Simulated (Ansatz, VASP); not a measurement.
**Two plane-wave programs on MgB3**

```xyz
4
Lattice="3.6786 0.0000 0.0000 -1.8393 3.1858 0.0000 0.0000 0.0000 4.7100" Properties=species:S:1:pos:R:3 pbc="T T T"
Mg    0.0000    0.0000    0.0000
B     0.0000    0.0000    2.3550
B     0.0000    2.1239    0.0000
B     1.8393    1.0619    0.0000
```

Alike in both runs: functional PBE; k mesh 6 × 6 × 6; occupations gaussian, width 0.1 eV; no spin polarisation.

Ansatz relaxed the structure, and its values are those at the end. VASP's run is a single point on that final structure, the one shown.

```csv
,VASP,Ansatz
version,VASP 6.6.1,Ansatz 0.2.0
potentials or method,"VASP PAW PBE potentials, release 64 (Mg_sv, B), cutoff 840 eV","scalar-relativistic, plane waves, PAW"
valence electrons in the cell,19,19
```

```tsv
	VASP	Ansatz	Ansatz less VASP
gap on the k mesh at the Fermi level (eV)	none	none	-
pressure (GPa)	0.0	0.0	+0.01
```

A gap of «none» marks a metal or a gap that the smearing closes.
